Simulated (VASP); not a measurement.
# SnSe (Fm-3m) in VASP: further runs, part 2 of 2

VASP 6.6.1.

## Step 4: Electric field gradients, LDA (volume scaled by 1.01)

Contents of INCAR:

```
PREC = Accurate ; ENCUT = 520
EDIFF = 1E-8 ; ISMEAR = -1
SIGMA = 0.02 ; LREAL = F
LASPH = T ; NELM = 60
ALGO = Normal ; ISIF = 2
LWAVE = F ; LCHARG = F
LEFG = T ; NBANDS = 17
```

Contents of KPOINTS:

```
Automatic mesh
0
Gamma
  9 9 9
```

Contents of POSCAR:

```
SnSe
1.0
    0.0000000000      3.0200000735      3.0200000735
    3.0200000735      0.0000000000      3.0200000735
    3.0200000735      3.0200000735      0.0000000000
Sn Se
1 1
Direct
    0.0000000000      0.0000000000      0.0000000000
    0.5000000000      0.5000000000      0.5000000000
```

Potentials or basis: VASP PAW LDA potentials, release 64 (Sn_d, Se).

Command:

```bash
$ cat potpaw_LDA.64/Sn_d/POTCAR potpaw_LDA.64/Se/POTCAR > POTCAR
$ mpirun -np 1 vasp_std > vasp.out
```

OUTCAR:

```text
PREC = Accurate
   ENCUT = 520
   EDIFF = 1E-8
   ISMEAR = -1
   LREAL = F
   LASPH = T
   NELM = 60
   ISIF = 2

 ion  position               nearest neighbor table
   1  0.000  0.000  0.000-   2 3.02   2 3.02   2 3.02   2 3.02   2 3.02   2 3.02
   2  0.500  0.500  0.500-   1 3.02   1 3.02   1 3.02   1 3.02   1 3.02   1 3.02

  LATTYP: Found a face centered cubic cell.
 ALAT       =     6.0400001470

  Lattice vectors:

 A1 = (   0.0000000000,   3.0200000735,   3.0200000735)
 A2 = (   3.0200000735,   0.0000000000,   3.0200000735)
 A3 = (   3.0200000735,   3.0200000735,   0.0000000000)

Analysis of symmetry for initial positions (statically):
=====================================================================
 Subroutine PRICEL returns:
 Original cell was already a primitive cell.

 Routine SETGRP: Setting up the symmetry group for a
 face centered cubic supercell.

 Subroutine GETGRP returns: Found 48 space group operations
[... 667 lines left out ...]
      direct lattice vectors                 reciprocal lattice vectors
     0.000000000  3.020000073  3.020000073    -0.165562910  0.165562910  0.165562910
     3.020000073  0.000000000  3.020000073     0.165562910 -0.165562910  0.165562910
     3.020000073  3.020000073  0.000000000     0.165562910  0.165562910 -0.165562910

 POSITION                                       TOTAL-FORCE (eV/Angst)
 -----------------------------------------------------------------------------------
      0.00000      0.00000      0.00000         0.000000      0.000000     -0.000000
      3.02000      3.02000      3.02000        -0.000000     -0.000000      0.000000
 -----------------------------------------------------------------------------------
    total drift:                                0.000000     -0.000000     -0.000000

  FREE ENERGIE OF THE ION-ELECTRON SYSTEM (eV)
  ---------------------------------------------------
  free  energy   TOTEN  =        -9.4579559319 eV

  energy  without entropy=       -9.4579559159  energy(sigma->0) =       -9.45795592

 Electric field gradients (V/A^2)
---------------------------------------------------------------------
 ion       V_xx      V_yy      V_zz      V_xy      V_xz      V_yz
---------------------------------------------------------------------
   1       0.000     0.000    -0.000     0.001     0.001     0.001
   2       0.000    -0.000    -0.000     0.000     0.000     0.000
---------------------------------------------------------------------

 Electric field gradients after diagonalization (V/A^2)
 (convention: |V_zz| > |V_xx| > |V_yy|)
----------------------------------------------------------------------
 ion       V_xx      V_yy      V_zz     asymmetry (V_yy - V_xx)/ V_zz
----------------------------------------------------------------------
   1      -0.001    -0.001     0.002       0.000
   2      -0.000    -0.000     0.000       0.000
----------------------------------------------------------------------

           NMR quadrupolar parameters

 Cq : quadrupolar parameter    Cq=e*Q*V_zz/h
 eta: asymmetry parameters     (V_yy - V_xx)/ V_zz
 Q  : nuclear electric quadrupole moment in mb (millibarn)
----------------------------------------------------------------------
 ion       Cq(MHz)       eta       Q (mb)
----------------------------------------------------------------------
   1       0.000       0.000       1.000
   2       0.000       0.000       1.000
----------------------------------------------------------------------
```

OSZICAR:

```text
N       E                     dE             d eps       ncg     rms          rms(c)
DAV:   1     0.132561367103E+03    0.13256E+03   -0.98388E+03  1203   0.142E+03
DAV:   2     0.388130197042E+01   -0.12868E+03   -0.12474E+03  1262   0.342E+02
DAV:   3    -0.932018334220E+01   -0.13201E+02   -0.13104E+02  1554   0.954E+01
DAV:   4    -0.964876118531E+01   -0.32858E+00   -0.32834E+00  1403   0.161E+01
DAV:   5    -0.965854772393E+01   -0.97865E-02   -0.97862E-02  1744   0.270E+00    0.308E+00
DAV:   6    -0.946554132371E+01    0.19301E+00   -0.48885E-01  1730   0.405E+00    0.182E+00
DAV:   7    -0.945961283403E+01    0.59285E-02   -0.67426E-02  1388   0.115E+00    0.900E-01
DAV:   8    -0.945818192340E+01    0.14309E-02   -0.71867E-03  1433   0.699E-01    0.963E-02
DAV:   9    -0.945794688251E+01    0.23504E-03   -0.14374E-03  1705   0.265E-01    0.434E-02
DAV:  10    -0.945795543728E+01   -0.85548E-05   -0.10176E-04  1426   0.580E-02    0.807E-03
DAV:  11    -0.945795594449E+01   -0.50721E-06   -0.48899E-06  1521   0.153E-02    0.255E-03
DAV:  12    -0.945795592868E+01    0.15811E-07   -0.36881E-07  1636   0.842E-03    0.731E-04
DAV:  13    -0.945795593193E+01   -0.32505E-08   -0.35989E-08  1409   0.113E-03
   1 F= -.94579559E+01 E0= -.94579559E+01  d E =-.160115E-07
```

Run time: 15 s. Hardware: 1 thread of Intel Xeon Platinum 8488C (Sapphire Rapids), shared host; peak memory 0.16 GiB.

Results:

```yaml
Free_energy: -9.4580 eV
Pressure: -3.6 GPa
```

Levels at points of the mesh, in eV from the Fermi level:
```csv
k point,band 6,band 7,band 8,band 9,band 10,band 11,band 12,band 13,band 14,band 15
"(0.00, 0.00, 0.00)",-13.97,-5.39,-2.31,-2.31,-2.31,4.01,4.01,4.01,5.70,5.70
```

Caveat: this odd mesh misses L, where the gap lies, so gap, dielectric constants and Born charges aren't listed; without QUAD_EFG the Cq values of the log hold for a quadrupole moment of 1 mb, not for the nuclei; spin-orbit coupling is left out, which moves the levels of the heavy elements.

## Step 5: The runs side by side

```csv
cell,pressure (GPa)
"a = 4.170 Å, angles 60.0°, 2 atoms",0.1
"a = 4.228 Å, angles 60.0°, 2 atoms",-2.2
"a = 4.271 Å, angles 60.0°, 2 atoms",-3.6
```

Alike in all rows: task electric field gradients; level LDA; potentials or basis VASP PAW LDA potentials, release 64 (Sn_d, Se); no spin polarisation; k mesh 9 × 9 × 9; cutoff (eV) 520; smearing fermi-dirac 0.02 eV.

Caveats: spin-orbit coupling is left out, which moves the levels of the heavy elements.

Total energies depend on the potentials used, so only differences within one code and one set of settings carry meaning.
